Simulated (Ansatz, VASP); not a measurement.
## Two plane-wave programs on Na7Ta

INCAR

```
SYSTEM = Na7Ta
ALGO = Fast
EDIFF = 1E-6
ENCUT = 520
GGA = PE
ISIF = 2
ISMEAR = 0
LASPH = .TRUE.
LCHARG = .TRUE.
LELF = .TRUE.
LREAL = .FALSE.
LVHAR = .TRUE.
LWAVE = .FALSE.
NBANDS = 40
NELM = 80
PREC = Accurate
SIGMA = 0.1
```

File KPOINTS:

```
k-points
0
G
  4 4 4
  0 0 0
```

Contents of POSCAR:

```
Na7Ta
1.0
    7.2956106600      0.0000000000      0.0000000000
    0.0000000000      7.2956106600      0.0000000000
    0.0000000000      0.0000000000      5.1587757700
Na Ta
7 1
Direct
    0.7500000000      0.7500000000      0.5000000000
    0.5000000000      0.5000000000      0.0000000000
    0.2500000000      0.2500000000      0.5000000000
    0.5000000000      0.0000000000      0.0000000000
    0.2500000000      0.7500000000      0.5000000000
    0.0000000000      0.5000000000      0.0000000000
    0.7500000000      0.2500000000      0.5000000000
    0.0000000000      0.0000000000      0.0000000000
```

Input for Ansatz:

```yaml
crystal:
  lattice:
    - [7.29561066, 0.0, 0.0]
    - [0.0, 7.29561066, 0.0]
    - [0.0, 0.0, 5.15877577]
  atoms:
    - { symbol: Na, position: [0.75, 0.75, 0.5] }
    - { symbol: Na, position: [0.5, 0.5, 0.0] }
    - { symbol: Na, position: [0.25, 0.25, 0.5] }
    - { symbol: Na, position: [0.5, 0.0, 0.0] }
    - { symbol: Na, position: [0.25, 0.75, 0.5] }
    - { symbol: Na, position: [0.0, 0.5, 0.0] }
    - { symbol: Na, position: [0.75, 0.25, 0.5] }
    - { symbol: Ta, position: [0.0, 0.0, 0.0] }
basis:
  ecutwfc: 420
kpoints:
  mp_grid: { grid: [4, 4, 4] }
hamiltonian:
  xc: pbe
scf:
  occupations: { method: gaussian, width: 0.1 }
  lower_state_search: "off"
output:
  forces: true
  stress: true
  eigenvalues: true
```

Alike in both runs: task single point; functional PBE; k mesh 4 × 4 × 4; occupations gaussian, width 0.1 eV; no spin polarisation.

|  | VASP | Ansatz |
| --- | --- | --- |
| version | VASP 6.6.1 | Ansatz 0.2.0 |
| potentials or method | VASP PAW PBE potentials, release 64 (Na_pv, Ta_pv), cutoff 520 eV | scalar-relativistic, plane waves, PAW |
| valence electrons in the cell | 60 | 76 |

VASP gave:

```
gap on the k mesh at the Fermi level (eV) : none
pressure (GPa)                            : -1.4
rms of the force components (eV/Å)        : 0.150
```

Question: Which values does Ansatz return?

Answer: gap on the k mesh at the Fermi level (eV): none; pressure (GPa): -1.4; rms of the force components (eV/Å): 0.149.

Atom by atom the forces differ by 0.000 eV/Å (rms over components). A gap of «none» marks a metal or a gap that the smearing closes. With one functional, cell and mesh, what is left measures potentials, basis and numerics. VASP's potentials hold 60 valence electrons a cell and Ansatz's 76, so a difference there can come from the potentials and not from the codes.

Spin-orbit coupling is off throughout.
